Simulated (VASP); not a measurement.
# TiSi2 (Immm) in VASP: notebook

TiSi2 is run at these levels: LDA, PBEsol, PBE+D3(BJ); tasks: single point.

Program: VASP 6.6.1. These are calculated values, not measurements. Logs are shortened: lines on timing, memory, paths and dates and some standing lists are left out, and cuts for length are marked.

## Step 1: The cell of the first run

It takes space group Immm (No. 71, orthorhombic). The conventional cell has a = 2.886 Å, b = 3.354 Å, c = 8.252 Å, α = 90.00°, β = 90.00°, γ = 90.00°. Ti (site symmetry mmm) has 10 Si at 2.62 to 2.72 Å and 4 Ti at 2.89 to 3.35 Å within 3.5 Å. Si (site symmetry mm2) has 9 Si at 2.58 to 3.35 Å and 5 Ti at 2.62 to 2.72 Å within 3.4 Å.

## Step 2: Single point, LDA

INCAR

```
SYSTEM = TiSi2
ALGO     = Normal         ! electronic algorithm
EDIFF    = 1E-6           ! SCF threshold, eV
ENCUT    = 520            ! plane-wave cutoff, eV
GGA      = CA             ! functional
ISIF     = 2              ! what is computed and relaxed
ISMEAR   = -1             ! smearing method
LASPH    = .True.         ! aspherical terms in the spheres
LCHARG   = .False.        ! write CHGCAR
LREAL    = .False.        ! projectors in reciprocal space
LWAVE    = .False.        ! write WAVECAR
NBANDS   = 17             ! bands
NELM     = 60             ! most SCF steps
PREC     = Accurate       ! precision mode
SIGMA    = 0.05           ! smearing width, eV
```

KPOINTS

```
k-points
0
Gamma
  12 12 12
  0 0 0
```

POSCAR

```
TiSi2
1.0
   -1.4428049511      1.6771787643      4.1260979956
    1.4428049511     -1.6771787643      4.1260979956
    1.4428049511      1.6771787643     -4.1260979956
Ti Si
1 2
Direct
    0.0000000000      0.0000000000      0.0000000000
    0.6700780000      0.6700780000      0.0000000000
    0.3299220000      0.3299220000      0.0000000000
```

Potentials or basis: VASP PAW LDA potentials, release 64 (Ti_sv, Si).

Started as:

```sh
> cat potpaw_LDA.64/Ti_sv/POTCAR potpaw_LDA.64/Si/POTCAR > POTCAR
> mpirun -np 1 vasp_std > vasp.out
```

OUTCAR:

```text
SYSTEM = TiSi2
   EDIFF = 1E-6
   ENCUT = 520
   GGA = CA
   ISIF = 2
   ISMEAR = -1
   LASPH = .True.
   LREAL = .False.
   NELM = 60
   PREC = Accurate

 ion  position               nearest neighbor table
   1  0.000  0.000  0.000-   2 2.62   2 2.62   2 2.62   3 2.62   2 2.62   3 2.62   3 2.62   3 2.62
                             2 2.72   3 2.72
   2  0.670  0.670  0.000-   3 2.58   3 2.58   3 2.58   3 2.58   1 2.62   1 2.62   1 2.62   1 2.62
                             1 2.72   3 2.81
   3  0.330  0.330  0.000-   2 2.58   2 2.58   2 2.58   2 2.58   1 2.62   1 2.62   1 2.62   1 2.62
                             1 2.72   2 2.81

  LATTYP: Found a body centered orthorhombic cell.
 ALAT       =     2.8856099022
 B/A-ratio  =     1.1624431723
 C/A-ratio  =     2.8597753234

  Lattice vectors:

 A1 = (  -1.4428049511,   1.6771787643,   4.1260979956)
 A2 = (   1.4428049511,  -1.6771787643,   4.1260979956)
 A3 = (   1.4428049511,   1.6771787643,  -4.1260979956)

Analysis of symmetry for initial positions (statically):
=====================================================================
 Subroutine PRICEL returns:
 Original cell was already a primitive cell.

 Routine SETGRP: Setting up the symmetry group for a
 body centered orthorhombic supercell.

 Subroutine GETGRP returns: Found  8 space group operations
 (whereof  8 operations were pure point group operations)
 out of a pool of  8 trial point group operations.

The static configuration has the point symmetry D_2h.

Analysis of symmetry for dynamics (positions and initial velocities):
=====================================================================
 Subroutine PRICEL returns:
 Original cell was already a primitive cell.

 Routine SETGRP: Setting up the symmetry group for a
 body centered orthorhombic supercell.

 Subroutine GETGRP returns: Found  8 space group operations
 (whereof  8 operations were pure point group operations)
 out of a pool of  8 trial point group operations.

The dynamic configuration has the point symmetry D_2h.

 Subroutine INISYM returns: Found  8 space group operations
 (whereof  8 operations are pure point group operations),
 and found     1 'primitive' translations

----------------------------------------------------------------------------------------

                                     Primitive cell

  volume of cell :      39.9380

  direct lattice vectors                    reciprocal lattice vectors
    -1.442804951  1.677178764  4.126097996     0.000000000  0.298119682  0.121179865
     1.442804951 -1.677178764  4.126097996     0.346547189  0.000000000  0.121179865
     1.442804951  1.677178764 -4.126097996     0.346547189  0.298119682  0.000000000

  length of vectors
     4.681805144  4.681805144  4.681805144     0.321807248  0.367123295  0.457132693

  position of ions in fractional coordinates (direct lattice)
     0.000000000  0.000000000  0.000000000
     0.670078000  0.670078000  0.000000000
     0.329922000  0.329922000  0.000000000

  ion indices of the primitive-cell ions
   primitive index   ion index
                 1           1
                 2           2
                 3           3

----------------------------------------------------------------------------------------

 KPOINTS: k-points

Automatic generation of k-mesh.
 Grid dimensions read from file:
 generate k-points for:   12   12   12

 Generating k-lattice:

  Cartesian coordinates                     Fractional coordinates (reciprocal lattice)
     0.000000000  0.024843307  0.010098322     0.083333333 -0.000000000  0.000000000
     0.028878932  0.000000000  0.010098322    -0.000000000  0.083333333  0.000000000
     0.028878932  0.024843307  0.000000000     0.000000000  0.000000000  0.083333333

  Length of vectors
     0.026817271  0.030593608  0.038094391

  Shift w.r.t. Gamma in fractional coordinates (k-lattice)
     0.000000000  0.000000000  0.000000000

 Subroutine IBZKPT returns following result:
 ===========================================

 Found    280 irreducible k-points:

 Following reciprocal coordinates:
            Coordinates               Weight
  0.000000  0.000000  0.000000      1.000000
  0.083333 -0.000000  0.000000      4.000000
  0.166667 -0.000000  0.000000      4.000000
  0.250000 -0.000000  0.000000      4.000000
  0.333333 -0.000000  0.000000      4.000000
  0.416667 -0.000000  0.000000      4.000000
[... 16 lines left out ...]
  0.250000  0.166667  0.000000      8.000000
  0.333333  0.166667 -0.000000      8.000000
 [... further k-points ...]
   k-points           NKPTS =    280   k-points in BZ     NKDIM =    280   number of bands    NBANDS=     17
   number of dos      NEDOS =    301   number of ions     NIONS =      3
   total plane-waves  NPLWV =  46656
   dimension x,y,z NGX =    36 NGY =   36 NGZ =   36
   dimension x,y,z NGXF=    72 NGYF=   72 NGZF=   72
   ions per type =               1   2
   NGX,Y,Z   is equivalent  to a cutoff of  12.78, 12.78, 12.78 a.u.
   NGXF,Y,Z  is equivalent  to a cutoff of  25.57, 25.57, 25.57 a.u.
 SYSTEM =  TiSi2
   PREC   = accura    normal or accurate (medium, high low for compatibility)
   ISTART =      0    job   : 0-new  1-cont  2-samecut
   ICHARG =      2    charge: 1-file 2-atom 10-const
   ISPIN  =      1    spin polarized calculation?
   LNONCOLLINEAR =      F non collinear calculations
   LSORBIT =      F    spin-orbit coupling
   LASPH  =      T    aspherical Exc in radial PAW
   ENCUT  =  520.0 eV  38.22 Ry    6.18 a.u.   8.71  8.71  8.71*2*pi/ulx,y,z
   NELM   =     60;   NELMIN=  2; NELMDL= -5     # of ELM steps
   EDIFF  = 0.1E-05   stopping-criterion for ELM
   LREAL  =      F    real-space projection
   EDIFFG = 0.1E-04   stopping-criterion for IOM
   NSW    =      0    number of steps for IOM
   IBRION =     -1    ionic relax: 0-MD 1-quasi-New 2-CG
   NFREE  =      0    steps in history (QN), initial steepest desc. (CG)
   ISIF   =      2    stress and relaxation
   ISYM   =      2    0-nonsym 1-usesym 2-fastsym
   POTIM  = 0.5000    time-step for ionic-motion
   TEBEG  =    0.0;   TEEND  =   0.0 temperature during run
   PSTRESS=    0.0 pullay stress
   NELECT =      20.0000    total number of electrons
   NUPDOWN=      -1.0000    fix difference up-down
   EMIN   =  10.00;   EMAX   =-10.00  energy-range for DOS
   EFERMI =   0.00;   METHOD = LEGACY
   ISMEAR =    -1;   SIGMA  =   0.05  broadening in eV -4-tet -1-fermi 0-gaus
   EFERMI_NEDOS =   21; number of points for ismear=-14 and -15
   IALGO  =     38    algorithm
   IMIX   =      4    mixing-type and parameters
     AMIX     =   0.40;   BMIX     =  1.00
     AMIX_MAG =   1.60;   BMIX_MAG =  1.00
  volume/ion in A,a.u.               =      13.31        89.84
  Fermi-wavevector in a.u.,A,eV,Ry     =   1.300038  2.456715 22.995185  1.690098
  Thomas-Fermi vector in A             =   2.431263
   LORBIT       =      0    0 simple, 1 ext, 2 COOP (PROOUT), +10 PAW based schemes
   GGA     = CA    functional components
   LHFCALC =     F    Hartree Fock is set to
   AEXX    =    0.0000 exact exchange contribution
   IVDW    =     0    specifies the selected vdW correction
   LEPSILON=     F    determine dielectric tensor
   LRPA    =     F    only Hartree local field effects (RPA)
 non-spin polarized calculation
  energy-cutoff  :      520.00
  volume of cell :       39.94
 maximum number of plane-waves:      1113
   NGX = 17   NGY = 17   NGZ = 17

 number of electron      20.0000002 magnetization

 Free energy of the ion-electron system (eV)
  ---------------------------------------------------
  ext. energy  EPLUGINS =         0.00000000
  ---------------------------------------------------
  free energy    TOTEN  =       -21.94989152 eV

  energy without entropy =      -21.93935756  energy(sigma->0) =      -21.94462454

 E-fermi :  10.6490     XC(G=0): -12.1239

 val. band max:       10.6488528125   @ k =  -0.2500  -0.4167   0.0833
 cond. band min:      10.6574309833   @ k =  -0.0833   0.4167   0.0000
 fundamental gap:      0.0085781708
 Fermi energy:        10.6490102769

 k-point     1 :       0.0000    0.0000    0.0000
  band No.  band energies     occupation
      1     -44.7220      2.00000
      2     -21.4659      2.00000
      3     -21.4302      2.00000
      4     -21.1425      2.00000
      5      -2.2439      2.00000
      6       5.7147      2.00000
[... 9 lines left out ...]
     16      16.4963      0.00000
     17      16.7050      0.00000

 k-point     2 :       0.0833   -0.0000    0.0000
  band No.  band energies     occupation
      1     -44.7213      2.00000
      2     -21.4652      2.00000
      3     -21.4388      2.00000
      4     -21.1419      2.00000
      5      -2.1370      2.00000
      6       5.5136      2.00000
[... 9 lines left out ...]
     16      16.3981      0.00000
     17      16.8514      0.00000

 k-point     3 :       0.1667   -0.0000    0.0000
  band No.  band energies     occupation
      1     -44.7196      2.00000
      2     -21.4639      2.00000
      3     -21.4619      2.00000
      4     -21.1403      2.00000
      5      -1.8202      2.00000
      6       5.0353      2.00000
[... 9 lines left out ...]
     16      16.7143      0.00000
     17      17.2826      0.00000

 k-point     4 :       0.2500   -0.0000    0.0000
  band No.  band energies     occupation
      1     -44.7173      2.00000
      2     -21.4945      2.00000
      3     -21.4608      2.00000
      4     -21.1380      2.00000
      5      -1.3059      2.00000
      6       4.2873      2.00000
[... 9 lines left out ...]
     16      17.6589      0.00000
     17      18.6099      0.00000
[... 343 lines left out ...]
      1     -44.7071      2.00000
      2     -21.4525      2.00000
      3     -21.4485      2.00000
      4     -21.2500      2.00000
      5      -1.1832      2.00000
      6       4.5863      2.00000
[... 9 lines left out ...]
     16      16.5857      0.00000
     17      17.5548      0.00000

 k-point    23 :       0.2500    0.1667    0.0000
  band No.  band energies     occupation
      1     -44.7048      2.00000
      2     -21.4801      2.00000
      3     -21.4493      2.00000
      4     -21.2469      2.00000
      5      -0.6477      2.00000
      6       4.1196      2.00000
[... 9 lines left out ...]
     16      16.6684      0.00000
     17      18.7994      0.00000

 k-point    24 :       0.3333    0.1667   -0.0000
  band No.  band energies     occupation
      1     -44.7026      2.00000
      2     -21.5107      2.00000
      3     -21.4464      2.00000
      4     -21.2438      2.00000
      5       0.0484      2.00000
      6       3.3995      2.00000
[... 9 lines left out ...]
     16      16.2864      0.00000
     17      18.8696      0.00000

 [... further k-points ...]

------------------------ aborting loop because EDIFF is reached ----------------------------------------

  FORCE on cell =-STRESS in cart. coord.  units (eV):
  Direction    XX          YY          ZZ          XY          YZ          ZX
  --------------------------------------------------------------------------------------
  -------------------------------------------------------------------------------------
  Total        0.6782027      0.6918763      0.5529225      0.0000000      0.0000000      0.0000000
  in kB       27.2071834     27.7557232     22.1813697      0.0000000      0.0000000      0.0000000
  external PRESSURE =      25.7147588 kB  Pullay stress =       0.0000000 kB

 VOLUME and BASIS-vectors are now :
 -----------------------------------------------------------------------------
  energy-cutoff  :      520.00
  volume of cell :       39.94
      direct lattice vectors                 reciprocal lattice vectors
    -1.442804951  1.677178764  4.126097996     0.000000000  0.298119682  0.121179865
     1.442804951 -1.677178764  4.126097996     0.346547189  0.000000000  0.121179865
     1.442804951  1.677178764 -4.126097996     0.346547189  0.298119682  0.000000000

 POSITION                                       TOTAL-FORCE (eV/Angst)
 -----------------------------------------------------------------------------------
      0.00000      0.00000      0.00000        -0.000000      0.000000     -0.000000
      0.00000      0.00000      5.52961         0.000000      0.000000     -0.066283
      0.00000      0.00000      2.72258        -0.000000     -0.000000      0.066283
 -----------------------------------------------------------------------------------
    total drift:                               -0.000000      0.000000     -0.000000

  FREE ENERGIE OF THE ION-ELECTRON SYSTEM (eV)
  ---------------------------------------------------
  free  energy   TOTEN  =       -21.9498915152 eV

  energy  without entropy=      -21.9393575641  energy(sigma->0) =      -21.94462454
```

Wall time 3.5 min (1 thread of Intel Xeon Platinum 8259CL at 2.50GHz (Skylake/Cascade Lake), shared host); peak memory 0.31 GiB.

Results:

* Free energy: -21.9499 eV
* Pressure: 2.6 GPa
* Largest force: 0.066 eV/Å
* Band gap on the k mesh: zero (band 10 reaches 12.06 eV, above the bottom of band 11 at 9.61 eV)

Forces on the atoms (eV/Å):
```
Ti   0.000  0.000  0.000
Si   0.000  0.000 -0.066
Si   0.000  0.000  0.066
```

(Continued in part 2 of 3.)
